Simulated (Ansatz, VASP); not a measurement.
# One calculation of NaI, two programs

```
CELL_PARAMETERS angstrom
0.00000 3.28495 3.13931
3.28495 0.00000 3.13931
3.28495 3.28495 0.00000
ATOMIC_POSITIONS crystal
Na 0.00000 0.00000 0.00000
I 0.50000 0.50000 0.50000
```

Change from the starting cell: strain +0.015 along x and y, -0.030 along z, atoms carried along.

Alike in both runs: task single point; functional r2SCAN; k mesh 6 × 6 × 6; occupations gaussian, width 0.05 eV; no spin polarisation.

|  | VASP | Ansatz |
| --- | --- | --- |
| version | VASP 6.6.1 | Ansatz 0.2.0 |
| potentials or method | VASP PAW PBE potentials, release 64 (Na_pv, I), cutoff 520 eV | scalar-relativistic, plane waves, PAW |
| valence electrons in the cell | 14 | 26 |

```tsv
	VASP	Ansatz	Ansatz less VASP
gap on the k mesh at the Fermi level (eV)	4.42	4.41	-0.009
least direct gap on the mesh (eV)	4.42	4.41	-0.009
pressure (GPa)	-0.1	0.0	+0.12
traceless stress, the component that is largest in VASP (GPa)	0.85	0.88	+0.030
```

VASP's potentials were made for PBE, not for r2SCAN. With one functional, cell and mesh, what is left measures potentials, basis and numerics. VASP's potentials hold 14 valence electrons a cell and Ansatz's 26, so a difference there can come from the potentials and not from the codes.

Neither program's run includes spin-orbit coupling.
